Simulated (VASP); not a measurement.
# SiH4C16 in VASP: single point with LDA

Aim: the single point of SiH4C16 with LDA.

Everything below comes from runs of VASP 6.6.1. Logs are shortened: lines on timing, memory, paths and dates and some standing lists are left out, and cuts for length are marked.

## Step 1: The cell of the first run

The cell holds a slab with vacuum, 21 atoms: a = 5.049 Å, b = 5.049 Å, c = 15.676 Å, α = 90.00°, β = 90.00°, γ = 60.00°.

## Step 2: Single point, LDA, collinear spin

Contents of INCAR:

```
SYSTEM = SiH4C16
ALGO = Normal
EDIFF = 1E-6
ENCUT = 520
GGA = CA
ISIF = 2
ISMEAR = 0
ISPIN = 2
LASPH = .True.
LCHARG = .True.
LELF = .True.
LORBIT = 11
LREAL = Auto
LVHAR = .True.
LWAVE = .False.
MAGMOM = 0 0 0 0 0 0 0 0 0 0 0 0 0 0 0 0 -0.21 0 0 0 0.08
NBANDS = 56
NELM = 150
PREC = Accurate
SIGMA = 0.05
```

Contents of KPOINTS:

```
k-points
0
Gamma
  3 3 1
  0 0 0
```

Contents of POSCAR:

```
SiH4C16
1.0
    5.0487420000      0.0000000000      0.0000000000
    2.5243710000      4.3723390000      0.0000000000
    0.0000000000      0.0000000000     15.6764260000
H C Si
4 16 1
Direct
    0.1666667848      0.1666666285      0.0637901139
    0.6666667848      0.1666666285      0.0637901139
    0.1666666285      0.6666667429      0.0637901139
    0.6666666285      0.6666667429      0.0637901139
    0.1666667848      0.1666666285      0.1339591052
    0.6666667848      0.1666666285      0.1339591052
    0.1666666285      0.6666667429      0.1339591052
    0.6666666285      0.6666667429      0.1339591052
   -0.1666666285      0.3333332571      0.1668292250
    0.3333333715      0.3333332571      0.1668292250
   -0.1666667848      0.8333333715      0.1668292250
    0.3333332152      0.8333333715      0.1668292250
   -0.1623472152      0.3276765594      0.2682641439
    0.3311508344      0.3307536310      0.2618207109
   -0.1621605505      0.8270285081      0.2682835998
    0.3330076703      0.8296760613      0.2710558516
   -0.0015091247     -0.0030331591      0.2934585345
    0.5040043872     -0.0036461034      0.2953314742
    0.0080538985      0.4920112553      0.2927388551
    0.5039717528      0.4918507005      0.2955307543
    0.4971755401      0.2465600220      0.3880388298
```

Potentials or basis: VASP PAW LDA potentials, release 64 (H, C, Si).

Command:

```console
cat potpaw_LDA.64/H/POTCAR potpaw_LDA.64/C/POTCAR potpaw_LDA.64/Si/POTCAR > POTCAR
mpirun -np 1 vasp_std > vasp.out
```

OUTCAR:

```text
SYSTEM = SiH4C16
   EDIFF = 1E-6
   ENCUT = 520
   GGA = CA
   ISIF = 2
   ISMEAR = 0
   ISPIN = 2
   LASPH = .True.
   LORBIT = 11
   LREAL = Auto
   NELM = 150
   PREC = Accurate

 ion  position               nearest neighbor table
   1  0.167  0.167  0.064-   5 1.10
   2  0.667  0.167  0.064-   6 1.10
   3  0.167  0.667  0.064-   7 1.10
   4  0.667  0.667  0.064-   8 1.10
   5  0.167  0.167  0.134-   1 1.10  10 1.55  12 1.55   9 1.55
   6  0.667  0.167  0.134-   2 1.10   9 1.55  11 1.55  10 1.55
   7  0.167  0.667  0.134-   3 1.10  12 1.55  11 1.55  10 1.55
   8  0.667  0.667  0.134-   4 1.10  11 1.55  12 1.55   9 1.55
   9  0.833  0.333  0.167-   6 1.55   5 1.55   8 1.55  13 1.59
  10  0.333  0.333  0.167-  14 1.49   5 1.55   6 1.55   7 1.55
  11  0.833  0.833  0.167-   8 1.55   6 1.55   7 1.55  15 1.59
  12  0.333  0.833  0.167-   7 1.55   5 1.55   8 1.55  16 1.63
  13  0.838  0.328  0.268-  17 1.50  19 1.51  20 1.52   9 1.59
  14  0.331  0.331  0.262-  10 1.49  19 1.49  20 1.55  18 1.55  21 2.11
  15  0.838  0.827  0.268-  17 1.50  19 1.51  18 1.52  11 1.59
  16  0.333  0.830  0.271-  17 1.50  18 1.52  20 1.53  12 1.63
  17  0.998  0.997  0.293-  15 1.50  13 1.50  16 1.50
  18  0.504  0.996  0.295-  15 1.52  16 1.52  14 1.55  21 1.91
  19  0.008  0.492  0.293-  14 1.49  13 1.51  15 1.51  21 2.61
  20  0.504  0.492  0.296-  13 1.52  16 1.53  14 1.55  21 1.92
  21  0.497  0.247  0.388-  18 1.91  20 1.92  14 2.11  19 2.61

  LATTYP: Found a hexagonal cell.
 ALAT       =     5.0487421480
 C/A-ratio  =     3.1050161685

  Lattice vectors:

 A1 = (  -2.5243710000,  -4.3723390000,   0.0000000000)
 A2 = (   5.0487420000,   0.0000000000,   0.0000000000)
 A3 = (   0.0000000000,   0.0000000000,  15.6764260000)

Analysis of symmetry for initial positions (statically):
=====================================================================
 Subroutine PRICEL returns:
 Original cell was already a primitive cell.

 Routine SETGRP: Setting up the symmetry group for a
 hexagonal supercell.

 Subroutine GETGRP returns: Found  1 space group operations
 (whereof  1 operations were pure point group operations)
 out of a pool of 24 trial point group operations.

The static configuration has the point symmetry C_1 .

Analysis of symmetry for dynamics (positions and initial velocities):
=====================================================================
 Subroutine PRICEL returns:
 Original cell was already a primitive cell.

 Routine SETGRP: Setting up the symmetry group for a
 hexagonal supercell.

 Subroutine GETGRP returns: Found  1 space group operations
 (whereof  1 operations were pure point group operations)
 out of a pool of 24 trial point group operations.

The dynamic configuration has the point symmetry C_1 .

Analysis of structural, dynamic, and magnetic symmetry:
=====================================================================
 Subroutine PRICEL returns:
 Original cell was already a primitive cell.

 Routine SETGRP: Setting up the symmetry group for a
 hexagonal supercell.

 Subroutine GETGRP returns: Found  1 space group operations
 (whereof  1 operations were pure point group operations)
 out of a pool of 24 trial point group operations.

The overall configuration has the point symmetry C_1 .

 Subroutine INISYM returns: Found  1 space group operations
 (whereof  1 operations are pure point group operations),
 and found     1 'primitive' translations

----------------------------------------------------------------------------------------

                                     Primitive cell

  volume of cell :     346.0541

  direct lattice vectors                    reciprocal lattice vectors
     5.048742000  0.000000000  0.000000000     0.198069143 -0.114355268  0.000000000
     2.524371000  4.372339000  0.000000000     0.000000000  0.228710537  0.000000000
     0.000000000  0.000000000 15.676426000     0.000000000  0.000000000  0.063790050

  length of vectors
     5.048742000  5.048742148 15.676426000     0.228710544  0.228710537  0.063790050

  position of ions in fractional coordinates (direct lattice)
     0.166666785  0.166666629  0.063790114
     0.666666785  0.166666629  0.063790114
     0.166666629  0.666666743  0.063790114
     0.666666629  0.666666743  0.063790114
     0.166666785  0.166666629  0.133959105
     0.666666785  0.166666629  0.133959105
[... 13 lines left out ...]
     0.503971753  0.491850701  0.295530754
     0.497175540  0.246560022  0.388038830

  ion indices of the primitive-cell ions
   primitive index   ion index
                 1           1
                 2           2
                 3           3
                 4           4
                 5           5
                 6           6
[... 13 lines left out ...]
                20          20
                21          21

----------------------------------------------------------------------------------------

 KPOINTS: k-points

Automatic generation of k-mesh.
 Grid dimensions read from file:
 generate k-points for:    3    3    1

 Generating k-lattice:

  Cartesian coordinates                     Fractional coordinates (reciprocal lattice)
     0.066023048 -0.038118423  0.000000000     0.333333333 -0.000000000  0.000000000
     0.000000000  0.076236846  0.000000000     0.000000000  0.333333333  0.000000000
     0.000000000  0.000000000  0.063790050     0.000000000  0.000000000  1.000000000

  Length of vectors
     0.076236848  0.076236846  0.063790050

  Shift w.r.t. Gamma in fractional coordinates (k-lattice)
     0.000000000  0.000000000  0.000000000

 Subroutine IBZKPT returns following result:
 ===========================================

 Found      5 irreducible k-points:

 Following reciprocal coordinates:
            Coordinates               Weight
  0.000000  0.000000  0.000000      1.000000
  0.333333  0.000000  0.000000      2.000000
  0.333333  0.333333  0.000000      2.000000
  0.000000  0.333333  0.000000      2.000000
 -0.333333  0.333333  0.000000      2.000000
   k-points           NKPTS =      5   k-points in BZ     NKDIM =      5   number of bands    NBANDS=     56
   number of dos      NEDOS =    301   number of ions     NIONS =     21
   total plane-waves  NPLWV = 192000
   dimension x,y,z NGX =    40 NGY =   40 NGZ =  120
   dimension x,y,z NGXF=    80 NGYF=   80 NGZF=  240
   ions per type =               4  16   1
   NGX,Y,Z   is equivalent  to a cutoff of  13.17, 13.17, 12.73 a.u.
   NGXF,Y,Z  is equivalent  to a cutoff of  26.34, 26.34, 25.45 a.u.
 SYSTEM =  SiH4C16
   PREC   = accura    normal or accurate (medium, high low for compatibility)
   ISTART =      0    job   : 0-new  1-cont  2-samecut
   ICHARG =      2    charge: 1-file 2-atom 10-const
   ISPIN  =      2    spin polarized calculation?
   LNONCOLLINEAR =      F non collinear calculations
   LSORBIT =      F    spin-orbit coupling
   LASPH  =      T    aspherical Exc in radial PAW
   ENCUT  =  520.0 eV  38.22 Ry    6.18 a.u.   9.39  9.39 29.15*2*pi/ulx,y,z
   NELM   =    150;   NELMIN=  2; NELMDL= -5     # of ELM steps
   EDIFF  = 0.1E-05   stopping-criterion for ELM
   LREAL  =      T    real-space projection
   EDIFFG = 0.1E-04   stopping-criterion for IOM
   NSW    =      0    number of steps for IOM
   IBRION =     -1    ionic relax: 0-MD 1-quasi-New 2-CG
   NFREE  =      0    steps in history (QN), initial steepest desc. (CG)
   ISIF   =      2    stress and relaxation
   ISYM   =      2    0-nonsym 1-usesym 2-fastsym
   POTIM  = 0.5000    time-step for ionic-motion
   TEBEG  =    0.0;   TEEND  =   0.0 temperature during run
   PSTRESS=    0.0 pullay stress
   NELECT =      72.0000    total number of electrons
   NUPDOWN=      -1.0000    fix difference up-down
   EMIN   =  10.00;   EMAX   =-10.00  energy-range for DOS
   EFERMI =   0.00;   METHOD = LEGACY
   ISMEAR =     0;   SIGMA  =   0.05  broadening in eV -4-tet -1-fermi 0-gaus
   EFERMI_NEDOS =   21; number of points for ismear=-14 and -15
   IALGO  =     38    algorithm
   IMIX   =      4    mixing-type and parameters
     AMIX     =   0.40;   BMIX     =  1.00
     AMIX_MAG =   1.60;   BMIX_MAG =  1.00
  volume/ion in A,a.u.               =      16.48       111.20
  Fermi-wavevector in a.u.,A,eV,Ry     =   0.970073  1.833172 12.803642  0.941041
  Thomas-Fermi vector in A             =   2.100178
   LORBIT       =     11    0 simple, 1 ext, 2 COOP (PROOUT), +10 PAW based schemes
   GGA     = CA    functional components
   LHFCALC =     F    Hartree Fock is set to
   AEXX    =    0.0000 exact exchange contribution
   IVDW    =     0    specifies the selected vdW correction
   LEPSILON=     F    determine dielectric tensor
   LRPA    =     F    only Hartree local field effects (RPA)
 spin polarized calculation
 Gauss-broadening in eV      SIGMA  =   0.05
  energy-cutoff  :      520.00
  volume of cell :      346.05
 maximum number of plane-waves:      9383
 NGX is ok and might be reduce to    40
   NGX = 19   NGY = 19   NGZ = 59

 number of electron      72.0000001 magnetization      -0.0000102

 number of electron      72.0000001 magnetization       0.0000045

 Free energy of the ion-electron system (eV)
  ---------------------------------------------------
  ext. energy  EPLUGINS =         0.00000000
  ---------------------------------------------------
  free energy    TOTEN  =      -175.56184945 eV

  energy without entropy =     -175.56184945  energy(sigma->0) =     -175.56184945

 E-fermi :   0.4641     XC(G=0):  -5.6538

 val. band max:        0.1571528224   @ k =  -0.3333   0.3333   0.0000
 cond. band min:       0.7092263303   @ k =   0.3333   0.0000   0.0000
 fundamental gap:      0.5520735080
 Fermi energy:         0.4640935914

 spin component 1

 k-point     1 :       0.0000    0.0000    0.0000
  band No.  band energies     occupation
      1     -20.2183      1.00000
      2     -17.4833      1.00000
      3     -15.2794      1.00000
      4     -14.8453      1.00000
      5     -14.6602      1.00000
      6     -13.9258      1.00000
[... 244 lines left out ...]
     47       7.1164      0.00000
     48       7.1677      0.00000
 Fermi energy:         0.4640935914

 spin component 2

 k-point     1 :       0.0000    0.0000    0.0000
  band No.  band energies     occupation
      1     -20.2183      1.00000
      2     -17.4833      1.00000
      3     -15.2794      1.00000
      4     -14.8453      1.00000
      5     -14.6602      1.00000
      6     -13.9258      1.00000
[... 244 lines left out ...]
     47       7.1163      0.00000
     48       7.1677      0.00000
 [bands above 48 left out]

------------------------ aborting loop because EDIFF is reached ----------------------------------------

  FORCE on cell =-STRESS in cart. coord.  units (eV):
  Direction    XX          YY          ZZ          XY          YZ          ZX
  --------------------------------------------------------------------------------------
  -------------------------------------------------------------------------------------
  Total       -9.7470546     -9.3487467     -1.9922528      0.6600521      1.5977271     -0.6063954
  in kB      -45.1273591    -43.2832551     -9.2238233      3.0559394      7.3972299     -2.8075173
  external PRESSURE =     -32.5448125 kB  Pullay stress =       0.0000000 kB

 VOLUME and BASIS-vectors are now :
 -----------------------------------------------------------------------------
  energy-cutoff  :      520.00
  volume of cell :      346.05
      direct lattice vectors                 reciprocal lattice vectors
     5.048742000  0.000000000  0.000000000     0.198069143 -0.114355268  0.000000000
     2.524371000  4.372339000  0.000000000     0.000000000  0.228710537  0.000000000
     0.000000000  0.000000000 15.676426000     0.000000000  0.000000000  0.063790050

 POSITION                                       TOTAL-FORCE (eV/Angst)
 -----------------------------------------------------------------------------------
      1.26219      0.72872      1.00000         0.003752     -0.003983     -0.279332
      3.78656      0.72872      1.00000        -0.030382      0.004282     -0.232901
      2.52437      2.91489      1.00000        -0.006908     -0.024547     -0.280055
      5.04874      2.91489      1.00000         0.008589     -0.018300     -0.288643
      1.26219      0.72872      2.10000        -0.096137     -0.126572      1.751367
      3.78656      0.72872      2.10000         0.138969     -0.091070      1.833115
[... 13 lines left out ...]
      3.78604      2.15054      4.63287         0.010989      0.077767      0.024543
      3.13252      1.07804      6.08306        -0.267241      0.226281      0.045930
 -----------------------------------------------------------------------------------
    total drift:                                0.021409      0.026009      0.039847

  FREE ENERGIE OF THE ION-ELECTRON SYSTEM (eV)
  ---------------------------------------------------
  free  energy   TOTEN  =      -175.5618494478 eV

  energy  without entropy=     -175.5618494478  energy(sigma->0) =     -175.56184945

 total charge

# of ion       s       p       d       tot
------------------------------------------
    1        0.632   0.044   0.000   0.676
    2        0.630   0.044   0.000   0.675
    3        0.632   0.044   0.000   0.676
    4        0.631   0.044   0.000   0.676
    5        0.828   1.761   0.000   2.589
    6        0.828   1.761   0.000   2.590
[... 13 lines left out ...]
   20        0.826   1.734   0.000   2.561
   21        0.859   0.729   0.000   1.588
--------------------------------------------------
tot         16.579  28.647   0.000  45.227

 magnetization (x)

# of ion       s       p       d       tot
------------------------------------------
    1       -0.000   0.000   0.000  -0.000
    2       -0.000  -0.000   0.000  -0.000
    3       -0.000  -0.000   0.000  -0.000
    4       -0.000   0.000   0.000  -0.000
    5        0.000  -0.000   0.000  -0.000
    6       -0.000  -0.000   0.000  -0.000
[... 13 lines left out ...]
   20       -0.000  -0.000   0.000  -0.000
   21       -0.000  -0.000   0.000  -0.000
--------------------------------------------------
tot         -0.000  -0.000   0.000  -0.000
```

It took 14 min on 1 thread of Intel Xeon 8259CL, shared host; peak memory 0.42 GiB.

What came out:

```yaml
Free_energy: -175.5618 eV
Largest_force: 2.700 eV/Å
Band_gap_on_the_k_mesh: 0.55 eV (least direct gap 0.56 eV)
Net_moment: 0.00 μB per cell
Valence_electrons_inside_the_program's_atomic_spheres: H 0.68; C 2.59, 2.53, 2.58, 2.52, 2.57, 2.62, 2.56, 2.51 (each value once); Si 1.59
```

Forces in eV/Å, atoms in the order of the input:
```
H    0.004 -0.004 -0.279
H   -0.030  0.004 -0.233
H   -0.007 -0.025 -0.280
H    0.009 -0.018 -0.289
C   -0.096 -0.127  1.751
C    0.139 -0.091  1.833
C    0.058  0.128  1.758
C   -0.074  0.032  1.935
C    0.062 -0.220 -1.449
C   -0.087 -0.067 -2.697
C    0.131 -0.132 -1.454
C   -0.033 -0.135 -0.726
C    0.009  0.055  0.017
C    0.065  0.023 -0.016
C    0.012  0.098  0.003
C    0.047  0.080 -0.030
C    0.040  0.022 -0.028
C   -0.015  0.011  0.026
C    0.023  0.062  0.087
C    0.011  0.078  0.025
Si  -0.267  0.226  0.046
```

Caveat: the k points lie up to 0.48 Å⁻¹ apart; there is no dipole correction, which matters where the two faces differ.
